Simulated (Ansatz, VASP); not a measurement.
## One calculation of CoSi2, two programs

File INCAR:

```
SYSTEM = CoSi2
PREC = Accurate
ENCUT = 520
EDIFF = 1E-6
ISMEAR = 0
SIGMA = 0.15
LREAL = .FALSE.
LASPH = .TRUE.
NELM = 100
ALGO = Normal
ISIF = 2
LWAVE = .FALSE.
LCHARG = .FALSE.
GGA = PE
NBANDS = 16
```

File KPOINTS:

```
regular mesh
0
G
  12 12 12
  0 0 0
```

POSCAR

```
CoSi2
1.0
    0.0000000000      2.6801763726      2.6801763726
    2.6801763726      0.0000000000      2.6801763726
    2.6801763726      2.6801763726      0.0000000000
Co Si
1 2
Direct
    0.0000000000      0.0000000000      0.0000000000
    0.2729462511      0.2270537489      0.2270537489
    0.7270537489      0.7729462511      0.7729462511
```

Input for Ansatz:

```yaml
crystal:
  lattice:
    - [0.0, 2.6801763726, 2.6801763726]
    - [2.6801763726, 0.0, 2.6801763726]
    - [2.6801763726, 2.6801763726, 0.0]
  atoms:
    - { symbol: Co, position: [0.0, 0.0, 0.0] }
    - { symbol: Si, position: [0.2729462511, 0.2270537489, 0.2270537489] }
    - { symbol: Si, position: [0.7270537489, 0.7729462511, 0.7729462511] }
basis:
  ecutwfc: 520.0
kpoints:
  mp_grid: { grid: [12, 12, 12] }
hamiltonian:
  xc: pbe
  pseudopotentials: { kind: paw, azcp: { folder: soft_1 } }
scf:
  occupations: { method: gaussian, width: 0.15 }
output:
  forces: true
  stress: true
  eigenvalues: true
```

Change from the starting cell: mode 4 frozen in at -0.123 Å and mode 8 at +0.000 Å (largest displacements).

Alike in both runs: task single point; functional PBE; k mesh 12 × 12 × 12; occupations gaussian, width 0.15 eV; no spin polarisation.

```csv
,VASP,Ansatz
version,VASP 6.6.1,Ansatz 0.2.0
potentials or method,"VASP PAW PBE potentials, release 64 (Co, Si), cutoff 520 eV","scalar-relativistic, plane waves, PAW"
valence electrons in the cell,17,25
```

```tsv
	VASP	Ansatz	Ansatz less VASP
gap on the k mesh at the Fermi level (eV)	none	none	-
pressure (GPa)	2.2	2.5	+0.27
traceless stress, the component that is largest in VASP (GPa)	8.97	8.97	+0.006
rms of the force components (eV/Å)	0.704	0.706	+0.0022
```

Atom by atom the forces differ by 0.002 eV/Å (rms over components). A gap of «none» marks a metal or a gap that the smearing closes. With one functional, cell and mesh, what is left measures potentials, basis and numerics. VASP's potentials hold 17 valence electrons a cell and Ansatz's 25, so a difference there can come from the potentials and not from the codes.
